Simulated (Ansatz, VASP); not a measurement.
# Two plane-wave programs on Au

Contents of INCAR:

```
SYSTEM = Au
PREC     = Accurate       ! precision mode
ENCUT    = 520            ! plane-wave cutoff, eV
EDIFF    = 1E-6           ! SCF threshold, eV
ISMEAR   = 0              ! smearing method
SIGMA    = 0.15           ! smearing width, eV
LREAL    = .False.        ! projectors in reciprocal space
LASPH    = .True.         ! aspherical terms in the spheres
NELM     = 60             ! most SCF steps
ALGO     = Fast           ! electronic algorithm
ISIF     = 2              ! what is computed and relaxed
LWAVE    = .False.        ! write WAVECAR
LCHARG   = .True.         ! write CHGCAR
GGA      = PE             ! functional
LELF     = .True.         ! ELF
LVHAR    = .True.       
NBANDS   = 12             ! bands
```

The input KPOINTS:

```
regular mesh
0
Gamma
  22 22 22
  0 0 0
```

File POSCAR:

```
Au
1.0
   -0.0977939411      1.9977905112      1.9977905112
    1.9977905112     -0.0977939411      1.9977905112
    1.9977905112      1.9977905112     -0.0977939411
Au
1
Direct
    0.0000000000      0.0000000000      0.0000000000
```

Input for Ansatz:

```yaml
crystal:
  lattice:
    - [-0.0977939411, 1.9977905112, 1.9977905112]
    - [1.9977905112, -0.0977939411, 1.9977905112]
    - [1.9977905112, 1.9977905112, -0.0977939411]
  atoms:
    - { symbol: Au, position: [0.0, 0.0, 0.0] }
basis:
  ecutwfc: 420
kpoints:
  mp_grid: { grid: [22, 22, 22] }
hamiltonian:
  xc: pbe
scf:
  occupations: { method: gaussian, width: 0.15 }
output:
  forces: true
  stress: true
  eigenvalues: true
```

Alike in both runs: task single point; functional PBE; k mesh 22 × 22 × 22; occupations gaussian, width 0.15 eV; no spin polarisation.

|  | VASP | Ansatz |
| --- | --- | --- |
| version | VASP 6.6.1 | Ansatz 0.2.0 |
| potentials or method | VASP PAW PBE potentials, release 64 (Au), cutoff 520 eV | scalar-relativistic, plane waves, PAW |
| valence electrons in the cell | 11 | 19 |

|  | VASP | Ansatz | Ansatz less VASP |
| --- | --- | --- | --- |
| gap on the k mesh at the Fermi level (eV) | none | none | - |
| pressure (GPa) | 8.4 | 8.6 | +0.24 |
| traceless stress, the component that is largest in VASP (GPa) | 1.54 | 1.54 | +0.003 |

A gap of «none» marks a metal or a gap that the smearing closes. VASP's potentials hold 11 valence electrons a cell and Ansatz's 19, so a difference there can come from the potentials and not from the codes.

Spin-orbit coupling is off throughout.
